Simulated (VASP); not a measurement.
# TaN in VASP: notebook, part 2 of 2

VASP 6.6.1. The steps go on from the part before.

## (3) Single point, LDA (atoms displaced along several vibrational modes)

INCAR

```
SYSTEM = TaN
PREC = Accurate
ENCUT = 520
EDIFF = 1E-7
ISMEAR = 0
SIGMA = 0.15
LREAL = .FALSE.
LASPH = .TRUE.
NELM = 100
ALGO = Normal
ISIF = 2
LWAVE = .FALSE.
LCHARG = .FALSE.
GGA = CA
NBANDS = 15
```

KPOINTS

```
regular mesh
0
G
  18 18 18
  0 0 0
```

POSCAR

```
TaN
1.0
    0.0000000000      2.1742693740      2.1742693740
    2.1742693740      0.0000000000      2.1742693740
    2.1742693740      2.1742693740      0.0000000000
Ta N
1 1
Direct
    0.4982554864      0.5069780544      0.5017445136
    0.0225363060     -0.0901452241     -0.0225363060
```

Potentials or basis: VASP PAW LDA potentials, release 64 (Ta_pv, N).

Run with:

```sh
> cat potpaw_LDA.64/Ta_pv/POTCAR potpaw_LDA.64/N/POTCAR > POTCAR
> mpirun -np 1 vasp_std > vasp.out
```

OUTCAR:

```text
SYSTEM = TaN
   PREC = Accurate
   ENCUT = 520
   EDIFF = 1E-7
   ISMEAR = 0
   LREAL = .FALSE.
   LASPH = .TRUE.
   NELM = 100
   ISIF = 2
   GGA = CA

 ion  position               nearest neighbor table
   1  0.498  0.507  0.502-   2 1.92   2 2.03   2 2.20   2 2.20   2 2.35   2 2.44
   2  0.023  0.910  0.977-   1 1.92   1 2.03   1 2.20   1 2.20   1 2.35   1 2.44

  LATTYP: Found a face centered cubic cell.
 ALAT       =     4.3485387480

  Lattice vectors:

 A1 = (   0.0000000000,   2.1742693740,   2.1742693740)
 A2 = (   2.1742693740,   0.0000000000,   2.1742693740)
 A3 = (   2.1742693740,   2.1742693740,   0.0000000000)

Analysis of symmetry for initial positions (statically):
=====================================================================
 Subroutine PRICEL returns:
 Original cell was already a primitive cell.

 Routine SETGRP: Setting up the symmetry group for a
 face centered cubic supercell.

 Subroutine GETGRP returns: Found  2 space group operations
 (whereof  2 operations were pure point group operations)
 out of a pool of 48 trial point group operations.

The static configuration has the point symmetry C_1h.

Analysis of symmetry for dynamics (positions and initial velocities):
=====================================================================
 Subroutine PRICEL returns:
 Original cell was already a primitive cell.

 Routine SETGRP: Setting up the symmetry group for a
 face centered cubic supercell.

 Subroutine GETGRP returns: Found  2 space group operations
 (whereof  2 operations were pure point group operations)
 out of a pool of 48 trial point group operations.

The dynamic configuration has the point symmetry C_1h.

 Subroutine INISYM returns: Found  2 space group operations
 (whereof  2 operations are pure point group operations),
 and found     1 'primitive' translations

----------------------------------------------------------------------------------------

                                     Primitive cell

  volume of cell :      20.5575

  direct lattice vectors                    reciprocal lattice vectors
     0.000000000  2.174269374  2.174269374    -0.229962306  0.229962306  0.229962306
     2.174269374  0.000000000  2.174269374     0.229962306 -0.229962306  0.229962306
     2.174269374  2.174269374  0.000000000     0.229962306  0.229962306 -0.229962306

  length of vectors
     3.074881237  3.074881237  3.074881237     0.398306399  0.398306399  0.398306399

  position of ions in fractional coordinates (direct lattice)
     0.498255486  0.506978054  0.501744514
     0.022536306  0.909854776  0.977463694

  ion indices of the primitive-cell ions
   primitive index   ion index
                 1           1
                 2           2

----------------------------------------------------------------------------------------

 KPOINTS: regular mesh

Automatic generation of k-mesh.
 Grid dimensions read from file:
 generate k-points for:   18   18   18

 Generating k-lattice:

  Cartesian coordinates                     Fractional coordinates (reciprocal lattice)
    -0.012775684  0.012775684  0.012775684     0.055555556  0.000000000  0.000000000
     0.012775684 -0.012775684  0.012775684     0.000000000  0.055555556  0.000000000
     0.012775684  0.012775684 -0.012775684     0.000000000  0.000000000  0.055555556

  Length of vectors
     0.022128133  0.022128133  0.022128133

[... 38 lines left out ...]
   dimension x,y,z NGX =    24 NGY =   24 NGZ =   24
   dimension x,y,z NGXF=    48 NGYF=   48 NGZF=   48
   ions per type =               1   1
   NGX,Y,Z   is equivalent  to a cutoff of  12.98, 12.98, 12.98 a.u.
   NGXF,Y,Z  is equivalent  to a cutoff of  25.95, 25.95, 25.95 a.u.
 SYSTEM =  TaN
   PREC   = accura    normal or accurate (medium, high low for compatibility)
   ISTART =      0    job   : 0-new  1-cont  2-samecut
   ICHARG =      2    charge: 1-file 2-atom 10-const
   ISPIN  =      1    spin polarized calculation?
   LNONCOLLINEAR =      F non collinear calculations
   LSORBIT =      F    spin-orbit coupling
   LASPH  =      T    aspherical Exc in radial PAW
   ENCUT  =  520.0 eV  38.22 Ry    6.18 a.u.   5.72  5.72  5.72*2*pi/ulx,y,z
   NELM   =    100;   NELMIN=  2; NELMDL= -5     # of ELM steps
   EDIFF  = 0.1E-06   stopping-criterion for ELM
   LREAL  =      F    real-space projection
   EDIFFG = 0.1E-05   stopping-criterion for IOM
   NSW    =      0    number of steps for IOM
   IBRION =     -1    ionic relax: 0-MD 1-quasi-New 2-CG
   NFREE  =      0    steps in history (QN), initial steepest desc. (CG)
   ISIF   =      2    stress and relaxation
   ISYM   =      2    0-nonsym 1-usesym 2-fastsym
   POTIM  = 0.5000    time-step for ionic-motion
   TEBEG  =    0.0;   TEEND  =   0.0 temperature during run
   PSTRESS=    0.0 pullay stress
   NELECT =      16.0000    total number of electrons
   NUPDOWN=      -1.0000    fix difference up-down
   EMIN   =  10.00;   EMAX   =-10.00  energy-range for DOS
   EFERMI =   0.00;   METHOD = LEGACY
   ISMEAR =     0;   SIGMA  =   0.15  broadening in eV -4-tet -1-fermi 0-gaus
   EFERMI_NEDOS =   21; number of points for ismear=-14 and -15
   IALGO  =     38    algorithm
   IMIX   =      4    mixing-type and parameters
     AMIX     =   0.40;   BMIX     =  1.00
     AMIX_MAG =   1.60;   BMIX_MAG =  1.00
  volume/ion in A,a.u.               =      10.28        69.36
  Fermi-wavevector in a.u.,A,eV,Ry     =   1.505884  2.845708 30.853744  2.267686
  Thomas-Fermi vector in A             =   2.616674
   LORBIT       =      0    0 simple, 1 ext, 2 COOP (PROOUT), +10 PAW based schemes
   GGA     = CA    functional components
   LHFCALC =     F    Hartree Fock is set to
   AEXX    =    0.0000 exact exchange contribution
   IVDW    =     0    specifies the selected vdW correction
   LEPSILON=     F    determine dielectric tensor
   LRPA    =     F    only Hartree local field effects (RPA)
 non-spin polarized calculation
 Gauss-broadening in eV      SIGMA  =   0.15
  energy-cutoff  :      520.00
  volume of cell :       20.56
 maximum number of plane-waves:       568
   NGX = 11   NGY = 11   NGZ = 11

 number of electron      16.0000000 magnetization

 Free energy of the ion-electron system (eV)
  ---------------------------------------------------
  ext. energy  EPLUGINS =         0.00000000
  ---------------------------------------------------
  free energy    TOTEN  =       -23.63847171 eV

  energy without entropy =      -23.62911386  energy(sigma->0) =      -23.63379279

 E-fermi :   9.5937     XC(G=0): -13.8061

 val. band max:        9.5928756271   @ k =  -0.3333   0.3889   0.2222
 cond. band min:       9.5941401433   @ k =   0.2222   0.2222   0.0000
 fundamental gap:      0.0012645162
 Fermi energy:         9.5937180802

 k-point     1 :       0.0000    0.0000    0.0000
  band No.  band energies     occupation
      1     -25.6854      2.00000
      2     -25.5882      2.00000
      3     -25.5541      2.00000
      4      -9.0983      2.00000
      5       4.1836      2.00000
      6       4.4354      2.00000
      7       4.5898      2.00000
      8       7.5828      2.00000
      9       8.9297      2.00000
     10       9.4038      1.92668
     11      10.7262      0.00000
     12      11.4783      0.00000
     13      11.9286      0.00000
     14      19.0132      0.00000
[... 401 lines left out ...]
      2     -25.6213      2.00000
      3     -25.5809      2.00000
      4      -8.8085      2.00000
      5       3.4157      2.00000
      6       4.1621      2.00000
      7       4.3317      2.00000
      8       7.5249      2.00000
      9       9.1159      1.99999
     10       9.4897      1.67334
     11      11.1619      0.00000
     12      11.8447      0.00000
     13      13.4468      0.00000
     14      19.9033      0.00000
     15      21.4490      0.00000

 [... further k-points ...]

------------------------ aborting loop because EDIFF is reached ----------------------------------------

  FORCE on cell =-STRESS in cart. coord.  units (eV):
  Direction    XX          YY          ZZ          XY          YZ          ZX
  --------------------------------------------------------------------------------------
  -------------------------------------------------------------------------------------
  Total        5.3142576      0.2976781      2.0239218      0.0000000      0.0000000     -0.9137157
  in kB      414.1742987     23.1999697    157.7372499      0.0000000      0.0000000    -71.2117455
  external PRESSURE =     198.3705061 kB  Pullay stress =       0.0000000 kB

 VOLUME and BASIS-vectors are now :
 -----------------------------------------------------------------------------
  energy-cutoff  :      520.00
  volume of cell :       20.56
      direct lattice vectors                 reciprocal lattice vectors
     0.000000000  2.174269374  2.174269374    -0.229962306  0.229962306  0.229962306
     2.174269374  0.000000000  2.174269374     0.229962306 -0.229962306  0.229962306
     2.174269374  2.174269374  0.000000000     0.229962306  0.229962306 -0.229962306

 POSITION                                       TOTAL-FORCE (eV/Angst)
 -----------------------------------------------------------------------------------
      2.19323      2.17427      2.18565        -3.422418      0.000000     -1.649622
      4.10354      2.17427      2.02727         3.422418      0.000000      1.649622
 -----------------------------------------------------------------------------------
    total drift:                               -0.000113     -0.000000     -0.000053

  FREE ENERGIE OF THE ION-ELECTRON SYSTEM (eV)
  ---------------------------------------------------
  free  energy   TOTEN  =       -23.6384717142 eV

  energy  without entropy=      -23.6291138621  energy(sigma->0) =      -23.63379279
```

OSZICAR:

```text
N       E                     dE             d eps       ncg     rms          rms(c)
DAV:   1     0.849192138380E+02    0.84919E+02   -0.84003E+03 46571   0.109E+03
DAV:   2    -0.243288217188E+02   -0.10925E+03   -0.10317E+03 56958   0.296E+02
DAV:   3    -0.267065084372E+02   -0.23777E+01   -0.23657E+01 51960   0.411E+01
DAV:   4    -0.267146538596E+02   -0.81454E-02   -0.81414E-02 61055   0.264E+00
DAV:   5    -0.267147089126E+02   -0.55053E-04   -0.55048E-04 52558   0.187E-01    0.282E+01
DAV:   6    -0.237704245202E+02    0.29443E+01   -0.61801E+00 52898   0.271E+01    0.119E+01
DAV:   7    -0.236782392213E+02    0.92185E-01   -0.47154E-01 54606   0.545E+00    0.787E+00
DAV:   8    -0.236425176624E+02    0.35722E-01   -0.11925E-01 52380   0.276E+00    0.109E+00
DAV:   9    -0.236386316093E+02    0.38861E-02   -0.10253E-02 50000   0.803E-01    0.245E-01
DAV:  10    -0.236385129596E+02    0.11865E-03   -0.71986E-04 53416   0.315E-01    0.721E-02
DAV:  11    -0.236384721457E+02    0.40814E-04   -0.95314E-05 50840   0.103E-01    0.146E-02
DAV:  12    -0.236384717424E+02    0.40323E-06   -0.61833E-06 52884   0.230E-02    0.293E-03
DAV:  13    -0.236384717142E+02    0.28226E-07   -0.13152E-07 40295   0.386E-03
   1 F= -.23638472E+02 E0= -.23633793E+02  d E =-.935785E-02
```

It took 8.6 min on 1 thread of AMD EPYC 7R43 (Zen 3), shared host; peak memory 0.51 GiB.

Results:

| Quantity | Value |
| --- | --- |
| Free energy | -23.6385 eV |
| Pressure | 19.8 GPa |
| Largest force | 3.799 eV/Å |
| Band gap on the k mesh | zero (bands 8 and 9 overlap by 3.01 eV) |

Forces in eV/Å, atoms in the order of the input:
```
Ta  -3.422  0.000 -1.650
N    3.422  0.000  1.650
```

Levels at points of the mesh, in eV from the Fermi level:
| k point | band 6 | band 7 | band 8 | band 9 | band 10 | band 11 |
| --- | --- | --- | --- | --- | --- | --- |
| (0.00, 0.00, 0.00) | -5.16 | -5.00 | -2.01 | -0.66 | -0.19 | 1.13 |
| (0.50, 0.00, 0.00) | -7.48 | -7.08 | 1.47 | 1.60 | 2.56 | 3.48 |
| (0.00, 0.50, 0.00) | -7.79 | -7.58 | 1.66 | 2.04 | 2.75 | 4.31 |
| (0.50, 0.50, 0.00) | -6.42 | -4.76 | -2.60 | 2.95 | 3.88 | 3.98 |
| (0.00, 0.50, 0.50) | -6.24 | -4.62 | -3.56 | 2.68 | 3.62 | 3.91 |
| (0.50, 0.00, 0.50) | -6.50 | -4.95 | -2.08 | 3.13 | 3.93 | 3.98 |

Caveat: the cell differs from its parent crystal (atoms displaced along several vibrational modes); the stress differs along the axes, from 2 to 41 GPa; spin-orbit coupling is left out, which moves the levels of the heavy elements; forces of over 1 eV/Å act on the atoms, so gaps and moduli don't describe the material at rest.

## (4) Single point, LDA (atoms displaced along several vibrational modes)

INCAR

```
SYSTEM = TaN
ALGO = Normal ; EDIFF = 1E-6
ENCUT = 700 ; GGA_COMPAT = .FALSE.
ISIF = 2 ; ISMEAR = 0
LASPH = .TRUE. ; LCHARG = .FALSE.
LREAL = .FALSE. ; LWAVE = .FALSE.
NBANDS = 16 ; NELM = 120
PREC = Accurate ; SIGMA = 0.15
```

KPOINTS

```
k-points
0
G
  18 18 18
  0 0 0
```

POSCAR

```
TaN
1.0
    0.0000000000      2.1742693740      2.1742693740
    2.1742693740      0.0000000000      2.1742693740
    2.1742693740      2.1742693740      0.0000000000
Ta N
1 1
Direct
    0.5000000000      0.5087225680      0.5000000000
    0.0000000000     -0.1126815301      0.0000000000
```

Potentials or basis: VASP PAW LDA potentials, release 64 (Ta_sv_GW, N).

Run with:

```sh
> cat potpaw_LDA.64/Ta_sv_GW/POTCAR potpaw_LDA.64/N/POTCAR > POTCAR
> mpirun -np 1 vasp_std > vasp.out
```

Run time: 8.9 min. Hardware: 1 thread of Intel Xeon Platinum 8259CL at 2.50GHz (Skylake/Cascade Lake), shared host; peak memory 0.57 GiB.

It converged, with:

| Quantity | Value |
| --- | --- |
| Free energy | -25.9092 eV |
| Pressure | 26.6 GPa |
| Largest force | 4.557 eV/Å |
| Band gap on the k mesh | zero (bands 9 and 10 overlap by 2.74 eV) |

Forces on the atoms (eV/Å):
```
Ta  -3.222  0.000 -3.222
N    3.222  0.000  3.222
```

Stress tensor (GPa, compression positive):
```
 39.19   0.00 -12.15
  0.00   1.29   0.00
-12.15   0.00  39.19
```

Levels at points of the mesh, in eV from the Fermi level:
| k point | band 5 | band 6 | band 7 | band 8 | band 9 | band 10 | band 11 | band 12 | band 13 | band 14 |
| --- | --- | --- | --- | --- | --- | --- | --- | --- | --- | --- |
| (0.00, 0.00, 0.00) | -18.61 | -5.83 | -5.39 | -5.28 | -1.98 | -0.48 | 0.35 | 1.60 | 2.33 | 2.79 |
| (0.50, 0.00, 0.00) | -15.43 | -10.29 | -7.32 | -6.69 | 1.13 | 1.22 | 2.86 | 3.25 | 6.44 | 8.31 |
| (0.00, 0.50, 0.00) | -15.79 | -10.02 | -7.82 | -7.52 | 1.50 | 2.01 | 2.99 | 4.50 | 8.00 | 8.73 |
| (0.50, 0.50, 0.00) | -17.17 | -7.04 | -6.24 | -4.71 | -2.56 | 3.04 | 3.70 | 4.03 | 4.16 | 6.03 |
| (0.50, 0.00, 0.50) | -17.29 | -7.72 | -6.47 | -5.11 | -1.31 | 3.50 | 4.03 | 4.05 | 4.14 | 7.58 |

Caveat: the cell differs from its parent crystal (atoms displaced along several vibrational modes); the stress differs along the axes, from 1 to 39 GPa; spin-orbit coupling is left out, which moves the levels of the heavy elements; forces of over 1 eV/Å act on the atoms, so gaps and moduli don't describe the material at rest.

## (5) The runs side by side

```tsv
potentials or basis	cell	cutoff (eV)	gap on the mesh (eV)	pressure (GPa)	largest force (eV/Å)
VASP PAW LDA potentials, release 64 (Ta_pv, N)	as given, atomic positions A	520	none	6.1	1.49
VASP PAW LDA potentials, release 64 (Ta_pv, N)	as given, atomic positions B	520	none	19.8	3.80
VASP PAW LDA potentials, release 64 (Ta_sv_GW, N)	as given, atomic positions C	700	none	26.6	4.56
```

Alike in all rows: task single point; level LDA; no spin polarisation; k mesh 18 × 18 × 18; smearing gaussian 0.15 eV.

Caveats: spin-orbit coupling is left out, which moves the levels of the heavy elements; forces of over 1 eV/Å act on the atoms, so gaps and moduli don't describe the material at rest; the stress differs along the axes, from 2 to 8 GPa (at least some runs); the stress differs along the axes, from 2 to 41 GPa (at least some runs); the stress differs along the axes, from 1 to 39 GPa (at least some runs).

Total energies depend on the potentials used, so only differences within one code and one set of settings carry meaning.
